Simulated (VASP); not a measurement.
A run of VASP 6.6.1:

Contents of INCAR:

```
  ALGO = Normal
  EDIFF = 1E-6
  ENCUT = 520
  ISIF = 2
  ISMEAR = -1
  ISPIN = 2
  LASPH = True
  LCHARG = False
  LORBIT = 11
  LREAL = Auto
  LWAVE = False
  MAGMOM = 0 0 0 0 0 0 0 0 0 0 0 0 0 0.12 0.05 0 0 0 0 0.09 0 0 0 0 1.52
  NBANDS = 89
  NELM = 150
  PREC = Accurate
  SIGMA = 0.02
```

File KPOINTS:

```
k-points
0
Gamma
  1 1 1
```

POSCAR

```
Si8O17
1.0
   -4.9501000000     -4.9501000000      0.0000000000
    4.9501000000     -4.9501000000      0.0000000000
    0.0000000000      0.0000000000      6.8760000000
Si O
8 17
Direct
    0.2800044444      0.5152320155     -0.0437027341
    0.0806044322      0.2055312014      0.2372164049
    0.8318821842      0.4405365548      0.4962478185
   -0.0032625604      0.7666410780      0.7087260035
    0.7520858164     -0.0522817721      0.0305700989
    0.5299185875      0.6621381386      0.3044211751
    0.3439526474     -0.0345851599      0.5131762653
    0.5759176582      0.2510959375      0.7770360675
    0.3621745015      0.6375022727      0.1420157068
    0.9991616331      0.3072362175      0.4366928447
    0.7550958566      0.4014666370      0.7100930774
    0.0818872346      0.6204420113      0.8913903432
    0.8798610129      0.6820064241      0.5226730657
    0.6326740874      0.4497282883      0.3676119837
    0.2078139836      0.3511848245      0.1129435718
    0.4073251045      0.4109007899      0.7930482839
    0.9255974627      0.0350699986      0.1734874927
    0.4764146179      0.7683885174      0.4897324026
    0.2046423305      0.8522858124      0.6446335079
    0.5835740692      0.1101290883      0.9797411286
    0.4934748793      0.1150178784      0.5922193136
    0.2618734975      0.0624229814      0.3324316463
    0.6885012424      0.7468636997      0.1240692263
    0.8437506313      0.9404557484      0.7876090750
    0.8359528090      0.3435183128      0.0806137289
```

Potentials or basis: VASP PAW LDA potentials, release 64 (Si, O).

Command:

```bash
$ cat potpaw_LDA.64/Si/POTCAR potpaw_LDA.64/O/POTCAR > POTCAR
$ mpirun -np 1 vasp_gam > vasp.out
```

Hardware: 1 thread of AMD EPYC 7R13, on a shared host.

Estimate the wall time of this run.

Run time: 3 min on 1 thread of AMD EPYC 7R13, on a shared host, peak memory 0.28 GiB. Counts: scf iterations 20, k points 1.
